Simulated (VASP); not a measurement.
# MgO (Periclase) (Immm) in VASP: further runs

Runs on MgO (Periclase). Level: LDA. Tasks: single point.

Everything below comes from runs of VASP 6.6.1. Logs are shortened: lines on timing, memory, paths and dates and some standing lists are left out, and cuts for length are marked.

## (1) The cell of the first run

The structure is orthorhombic, space group Immm (No. 71). The conventional cell has a = 2.952 Å, b = 3.012 Å, c = 4.217 Å, α = 90.00°, β = 90.00°, γ = 90.00°. Within 2.8 Å of Mg (site symmetry mmm) lie 6 O at 2.11 Å. Within 2.8 Å of O (site symmetry mmm) lie 6 Mg at 2.11 Å.

## (2) Single point, LDA

INCAR reads:

```
SYSTEM = MgO
PREC = Accurate
ENCUT = 600
EDIFF = 1E-6
ISMEAR = -1
SIGMA = 0.02
LREAL = .FALSE.
LASPH = .TRUE.
NELM = 120
ALGO = Normal
ISIF = 2
LWAVE = .FALSE.
LCHARG = .FALSE.
GGA = CA
NBANDS = 11
GGA_COMPAT = .FALSE.
```

KPOINTS reads:

```
regular mesh
0
G
  8 8 8
  0 0 0
```

POSCAR reads:

```
MgO
1.0
   -0.0210850000      2.1085000000      2.1085000000
    2.1085000000     -0.0210850000      2.1085000000
    2.0874150000      2.0874150000      0.0000000000
Mg O
1 1
Direct
    0.0000000000      0.0000000000      0.0000000000
    0.5000000000      0.5000000000      0.5000000000
```

Potentials or basis: VASP PAW LDA potentials, release 64 (Mg, O).

Started as:

```
$ cat potpaw_LDA.64/Mg/POTCAR potpaw_LDA.64/O/POTCAR > POTCAR
$ mpirun -np 1 vasp_std > vasp.out
```

OUTCAR:

```text
SYSTEM = MgO
   PREC = Accurate
   ENCUT = 600
   EDIFF = 1E-6
   ISMEAR = -1
   LREAL = .FALSE.
   LASPH = .TRUE.
   NELM = 120
   ISIF = 2
   GGA = CA

 ion  position               nearest neighbor table
   1  0.000  0.000  0.000-   2 2.11   2 2.11   2 2.11   2 2.11   2 2.11   2 2.11
   2  0.500  0.500  0.500-   1 2.11   1 2.11   1 2.11   1 2.11   1 2.11   1 2.11

  LATTYP: Found a body centered orthorhombic cell.
 ALAT       =     2.9520506033
 B/A-ratio  =     1.0202020202
 C/A-ratio  =     1.4284985479

  Lattice vectors:

 A1 = (   0.0210850000,  -2.1085000000,  -2.1085000000)
 A2 = (  -0.0210850000,   2.1085000000,  -2.1085000000)
 A3 = (   2.1085000000,  -0.0210850000,   2.1085000000)

Analysis of symmetry for initial positions (statically):
=====================================================================
 Subroutine PRICEL returns:
 Original cell was already a primitive cell.

 Routine SETGRP: Setting up the symmetry group for a
 body centered orthorhombic supercell.

 Subroutine GETGRP returns: Found  8 space group operations
 (whereof  8 operations were pure point group operations)
 out of a pool of  8 trial point group operations.

The static configuration has the point symmetry D_2h.

Analysis of symmetry for dynamics (positions and initial velocities):
=====================================================================
 Subroutine PRICEL returns:
 Original cell was already a primitive cell.

 Routine SETGRP: Setting up the symmetry group for a
 body centered orthorhombic supercell.

 Subroutine GETGRP returns: Found  8 space group operations
 (whereof  8 operations were pure point group operations)
 out of a pool of  8 trial point group operations.

The dynamic configuration has the point symmetry D_2h.

 Subroutine INISYM returns: Found  8 space group operations
 (whereof  8 operations are pure point group operations),
 and found     1 'primitive' translations

----------------------------------------------------------------------------------------

                                     Primitive cell

  volume of cell :      18.7459

  direct lattice vectors                    reciprocal lattice vectors
    -0.021085000  2.108500000  2.108500000    -0.234787529  0.234787529  0.237135404
     2.108500000 -0.021085000  2.108500000     0.234787529 -0.234787529  0.237135404
     2.087415000  2.087415000  0.000000000     0.239530711  0.239530711 -0.237135404

  length of vectors
     2.981943842  2.981943842  2.952050603     0.408023979  0.408023979  0.413501056

  position of ions in fractional coordinates (direct lattice)
     0.000000000  0.000000000  0.000000000
     0.500000000  0.500000000  0.500000000

  ion indices of the primitive-cell ions
   primitive index   ion index
                 1           1
                 2           2

----------------------------------------------------------------------------------------

 KPOINTS: regular mesh

Automatic generation of k-mesh.
 Grid dimensions read from file:
 generate k-points for:    8    8    8

 Generating k-lattice:

  Cartesian coordinates                     Fractional coordinates (reciprocal lattice)
    -0.029348441  0.029348441  0.029641926     0.125000000  0.000000000  0.000000000
     0.029348441 -0.029348441  0.029641926     0.000000000  0.125000000  0.000000000
     0.029941339  0.029941339 -0.029641926    -0.000000000 -0.000000000  0.125000000

  Length of vectors
     0.051002997  0.051002997  0.051687632

  Shift w.r.t. Gamma in fractional coordinates (k-lattice)
     0.000000000  0.000000000  0.000000000

 Subroutine IBZKPT returns following result:
 ===========================================

 Found     95 irreducible k-points:

 Following reciprocal coordinates:
            Coordinates               Weight
  0.000000  0.000000  0.000000      1.000000
  0.125000  0.000000  0.000000      4.000000
  0.250000  0.000000  0.000000      4.000000
  0.375000  0.000000  0.000000      4.000000
  0.500000  0.000000  0.000000      2.000000
  0.125000  0.125000  0.000000      2.000000
[... 16 lines left out ...]
  0.125000 -0.000000  0.125000      4.000000
  0.250000  0.000000  0.125000      8.000000
 [... further k-points ...]
   k-points           NKPTS =     95   k-points in BZ     NKDIM =     95   number of bands    NBANDS=     11
   number of dos      NEDOS =    301   number of ions     NIONS =      2
   total plane-waves  NPLWV =  13824
   dimension x,y,z NGX =    24 NGY =   24 NGZ =   24
   dimension x,y,z NGXF=    48 NGYF=   48 NGZF=   48
   ions per type =               1   1
   NGX,Y,Z   is equivalent  to a cutoff of  13.38, 13.38, 13.52 a.u.
   NGXF,Y,Z  is equivalent  to a cutoff of  26.76, 26.76, 27.03 a.u.
 SYSTEM =  MgO
   PREC   = accura    normal or accurate (medium, high low for compatibility)
   ISTART =      0    job   : 0-new  1-cont  2-samecut
   ICHARG =      2    charge: 1-file 2-atom 10-const
   ISPIN  =      1    spin polarized calculation?
   LNONCOLLINEAR =      F non collinear calculations
   LSORBIT =      F    spin-orbit coupling
   LASPH  =      T    aspherical Exc in radial PAW
   ENCUT  =  600.0 eV  44.10 Ry    6.64 a.u.   5.96  5.96  5.90*2*pi/ulx,y,z
   NELM   =    120;   NELMIN=  2; NELMDL= -5     # of ELM steps
   EDIFF  = 0.1E-05   stopping-criterion for ELM
   LREAL  =      F    real-space projection
   EDIFFG = 0.1E-04   stopping-criterion for IOM
   NSW    =      0    number of steps for IOM
   IBRION =     -1    ionic relax: 0-MD 1-quasi-New 2-CG
   NFREE  =      0    steps in history (QN), initial steepest desc. (CG)
   ISIF   =      2    stress and relaxation
   ISYM   =      2    0-nonsym 1-usesym 2-fastsym
   POTIM  = 0.5000    time-step for ionic-motion
   TEBEG  =    0.0;   TEEND  =   0.0 temperature during run
   PSTRESS=    0.0 pullay stress
   NELECT =       8.0000    total number of electrons
   NUPDOWN=      -1.0000    fix difference up-down
   EMIN   =  10.00;   EMAX   =-10.00  energy-range for DOS
   EFERMI =   0.00;   METHOD = LEGACY
   ISMEAR =    -1;   SIGMA  =   0.02  broadening in eV -4-tet -1-fermi 0-gaus
   EFERMI_NEDOS =   21; number of points for ismear=-14 and -15
   IALGO  =     38    algorithm
   IMIX   =      4    mixing-type and parameters
     AMIX     =   0.40;   BMIX     =  1.00
     AMIX_MAG =   1.60;   BMIX_MAG =  1.00
  volume/ion in A,a.u.               =       9.37        63.25
  Fermi-wavevector in a.u.,A,eV,Ry     =   1.232544  2.329170 20.669485  1.519164
  Thomas-Fermi vector in A             =   2.367310
   LORBIT       =      0    0 simple, 1 ext, 2 COOP (PROOUT), +10 PAW based schemes
   GGA     = CA    functional components
   LHFCALC =     F    Hartree Fock is set to
   AEXX    =    0.0000 exact exchange contribution
   IVDW    =     0    specifies the selected vdW correction
   LEPSILON=     F    determine dielectric tensor
   LRPA    =     F    only Hartree local field effects (RPA)
 non-spin polarized calculation
  energy-cutoff  :      600.00
  volume of cell :       18.75
 maximum number of plane-waves:       636
   NGX = 11   NGY = 11   NGZ = 11

 number of electron       8.0000004 magnetization

 Free energy of the ion-electron system (eV)
  ---------------------------------------------------
  ext. energy  EPLUGINS =         0.00000000
  ---------------------------------------------------
  free energy    TOTEN  =       -13.42140422 eV

  energy without entropy =      -13.42140422  energy(sigma->0) =      -13.42140422

 E-fermi :   3.3986     XC(G=0): -11.5753

 val. band max:        2.9305882625   @ k =   0.0000   0.0000   0.0000
 cond. band min:       7.4730822463   @ k =   0.0000   0.0000   0.0000
 fundamental gap:      4.5424939838
 Fermi energy:         3.3986081264

 k-point     1 :       0.0000    0.0000    0.0000
  band No.  band energies     occupation
      1     -14.1299      2.00000
      2       2.7789      2.00000
      3       2.8522      2.00000
      4       2.9306      2.00000
      5       7.4731      0.00000
      6      18.0750      0.00000
      7      18.3678      0.00000
      8      18.6551      0.00000
      9      22.3686      0.00000
     10      24.0177      0.00000
     11      24.0246      0.00000

 k-point     2 :       0.1250    0.0000    0.0000
  band No.  band energies     occupation
      1     -13.9638      2.00000
      2       1.8400      2.00000
      3       2.7285      2.00000
      4       2.8275      2.00000
      5       8.3800      0.00000
      6      16.6005      0.00000
      7      18.6385      0.00000
      8      18.9991      0.00000
      9      22.9807      0.00000
     10      23.1132      0.00000
     11      24.4768      0.00000

 k-point     3 :       0.2500    0.0000    0.0000
  band No.  band energies     occupation
      1     -13.5307      2.00000
      2       0.1194      2.00000
      3       2.4977      2.00000
      4       2.5903      2.00000
      5       9.8136      0.00000
      6      15.1096      0.00000
      7      19.1739      0.00000
      8      19.4379      0.00000
      9      22.4972      0.00000
     10      22.8052      0.00000
     11      24.5079      0.00000

 k-point     4 :       0.3750    0.0000    0.0000
  band No.  band energies     occupation
      1     -13.0392      2.00000
      2      -1.3079      2.00000
      3       2.2812      2.00000
      4       2.3669      2.00000
      5      10.5315      0.00000
      6      14.8954      0.00000
      7      19.0312      0.00000
      8      19.2320      0.00000
      9      23.6676      0.00000
     10      23.7975      0.00000
     11      24.1329      0.00000

 k-point     5 :       0.5000    0.0000    0.0000
  band No.  band energies     occupation
      1     -12.8131      2.00000
      2      -1.8675      2.00000
      3       2.1950      2.00000
      4       2.2779      2.00000
      5      10.6323      0.00000
      6      15.1021      0.00000
      7      18.8664      0.00000
      8      19.0622      0.00000
      9      23.4480      0.00000
     10      24.7291      0.00000
     11      25.1538      0.00000
[... 211 lines left out ...]
 k-point    21 :       0.5000    0.5000    0.0000
  band No.  band energies     occupation
      1     -12.5172      2.00000
      2      -1.2855      2.00000
      3       1.3645      2.00000
      4       1.6091      2.00000
      5      11.6755      0.00000
      6      12.5900      0.00000
      7      15.7087      0.00000
      8      21.2358      0.00000
      9      21.6383      0.00000
     10      27.8669      0.00000
     11      29.3427      0.00000

 k-point    22 :      -0.0000   -0.0000    0.1250
  band No.  band energies     occupation
      1     -13.9577      2.00000
      2       1.9363      2.00000
      3       2.6728      2.00000
      4       2.7697      2.00000
      5       8.3802      0.00000
      6      16.8189      0.00000
      7      18.4413      0.00000
      8      18.8107      0.00000
      9      22.9220      0.00000
     10      23.0378      0.00000
     11      24.4352      0.00000

 k-point    23 :       0.1250   -0.0000    0.1250
  band No.  band energies     occupation
      1     -13.9067      2.00000
      2       1.8070      2.00000
      3       2.6161      2.00000
      4       2.6225      2.00000
      5       8.6745      0.00000
      6      16.2012      0.00000
      7      18.8753      0.00000
      8      18.8813      0.00000
      9      21.3157      0.00000
     10      24.4969      0.00000
     11      25.5455      0.00000

 k-point    24 :       0.2500    0.0000    0.1250
  band No.  band energies     occupation
      1     -13.5700      2.00000
      2       0.5423      2.00000
      3       2.3513      2.00000
      4       2.4110      2.00000
      5       9.9574      0.00000
      6      14.8557      0.00000
      7      19.0048      0.00000
      8      19.3923      0.00000
      9      20.5897      0.00000
     10      24.4039      0.00000
     11      26.6162      0.00000

 [... further k-points ...]
[... 5 lines left out ...]
  --------------------------------------------------------------------------------------
  -------------------------------------------------------------------------------------
  Total       -0.9868727     -0.9868727     -0.9964393      0.3468502      0.0000000      0.0000000
  in kB      -84.3459736    -84.3459736    -85.1636115     29.6445738      0.0000000      0.0000000
  external PRESSURE =     -84.6185196 kB  Pullay stress =       0.0000000 kB

 VOLUME and BASIS-vectors are now :
 -----------------------------------------------------------------------------
  energy-cutoff  :      600.00
  volume of cell :       18.75
      direct lattice vectors                 reciprocal lattice vectors
    -0.021085000  2.108500000  2.108500000    -0.234787529  0.234787529  0.237135404
     2.108500000 -0.021085000  2.108500000     0.234787529 -0.234787529  0.237135404
     2.087415000  2.087415000  0.000000000     0.239530711  0.239530711 -0.237135404

 POSITION                                       TOTAL-FORCE (eV/Angst)
 -----------------------------------------------------------------------------------
      0.00000      0.00000      0.00000        -0.000000      0.000000      0.000000
      2.08742      2.08742      2.10850         0.000000     -0.000000     -0.000000
 -----------------------------------------------------------------------------------
    total drift:                               -0.000000     -0.000000      0.000000

  FREE ENERGIE OF THE ION-ELECTRON SYSTEM (eV)
  ---------------------------------------------------
  free  energy   TOTEN  =       -13.4214042203 eV

  energy  without entropy=      -13.4214042203  energy(sigma->0) =      -13.42140422
```

Wall time 13 s (1 thread of Intel Xeon 8259CL, shared host); peak memory 0.15 GiB.

Results:

- Free energy: -13.4214 eV
- Pressure: -8.5 GPa
- Band gap on the k mesh: 4.54 eV, direct

## (3) Single point, LDA

INCAR reads:

```
SYSTEM = MgO
PREC = Accurate ; ENCUT = 600
EDIFF = 1E-6 ; ISMEAR = -1
SIGMA = 0.02 ; LREAL = .FALSE.
LASPH = .TRUE. ; NELM = 120
ALGO = Normal ; ISIF = 2
LWAVE = .FALSE. ; LCHARG = .TRUE.
GGA = CA ; LELF = .TRUE.
LVHAR = .TRUE. ; NBANDS = 11
GGA_COMPAT = .FALSE.
```

KPOINTS reads:

```
Automatic mesh
0
G
  8 8 8
  0 0 0
```

POSCAR reads:

```
MgO
1.0
   -0.0105425000      2.1085000000      2.1085000000
    2.1085000000     -0.0105425000      2.1085000000
    2.0979575000      2.0979575000      0.0000000000
Mg O
1 1
Direct
    0.0000000000      0.0000000000      0.0000000000
    0.5000000000      0.5000000000      0.5000000000
```

Potentials or basis: VASP PAW LDA potentials, release 64 (Mg, O).

Started as:

```
$ cat potpaw_LDA.64/Mg/POTCAR potpaw_LDA.64/O/POTCAR > POTCAR
$ mpirun -np 1 vasp_std > vasp.out
```

It took 16 s on 1 thread of Intel Xeon 8259CL, shared host; peak memory 0.15 GiB.

The run converged. Its results:

```yaml
Free_energy: -13.4240 eV
Pressure: -8.5 GPa
Band_gap_on_the_k_mesh: 4.58 eV, direct
```

Stress tensor (GPa, compression positive):
```
-8.47  1.48  0.00
 1.48 -8.47  0.00
 0.00  0.00 -8.49
```

Levels at points of the mesh, in eV from the valence-band top:
| k point | band 1 | band 2 | band 3 | band 4 | band 5 | band 6 | band 7 | band 8 |
| --- | --- | --- | --- | --- | --- | --- | --- | --- |
| (0.00, 0.00, 0.00) | -17.02 | -0.08 | -0.04 | 0.00 | 4.58 | 15.33 | 15.47 | 15.62 |
| (0.50, 0.00, 0.00) | -15.69 | -4.74 | -0.70 | -0.66 | 7.71 | 12.27 | 15.95 | 16.05 |
| (0.50, 0.50, 0.00) | -15.41 | -4.18 | -1.47 | -1.34 | 8.83 | 9.65 | 12.82 | 18.44 |
| (0.00, 0.00, 0.50) | -15.67 | -4.70 | -0.74 | -0.70 | 7.64 | 12.38 | 15.81 | 15.90 |
| (0.50, 0.00, 0.50) | -15.41 | -4.18 | -1.41 | -1.41 | 8.85 | 9.63 | 12.82 | 18.54 |
